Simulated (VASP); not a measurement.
A run of VASP 6.6.1 is set up as follows.

INCAR

```
SYSTEM = Ca
  ALGO = Normal
  EDIFF = 1E-6
  ENCUT = 520
  GGA = RE
  ISIF = 2
  ISMEAR = -1
  LASPH = .TRUE.
  LCHARG = .TRUE.
  LELF = .TRUE.
  LREAL = .FALSE.
  LVHAR = .TRUE.
  LWAVE = .FALSE.
  NBANDS = 22
  NELM = 100
  PREC = Accurate
  SIGMA = 0.1
```

File KPOINTS:

```
k-points
0
G
  7 7 9
  0 0 0
```

File POSCAR:

```
Ca
1.0
    6.6096946136      0.0000000000      0.0000000000
   -3.3048473068      5.7241634466      0.0000000000
    0.0000000000      0.0000000000      3.9506305898
Ca
3
Direct
    1.0000000000      1.0000000000      0.0000000000
    0.3333333333      0.6666666667      0.5000000000
    0.6666666667      0.3333333333      0.5000000000
```

Potentials or basis: VASP PAW PBE potentials, release 64 (Ca_sv).

Launch:

```bash
$ cat potpaw_PBE.64/Ca_sv/POTCAR > POTCAR
$ mpirun -np 1 vasp_std > vasp.out
```

Problem. What does it give for the band gap on the k mesh?

Solution. Zero (bands 15 and 16 overlap by 0.55 eV).

Problem. What does it give for the pressure?

Solution. -1.5 GPa.

Stress tensor (GPa, compression positive):
```
-1.53  0.00  0.00
 0.00 -1.53  0.00
 0.00  0.00 -1.44
```

Caveat: the PAW data sets were made with another functional, which shifts forces and pressure a little.
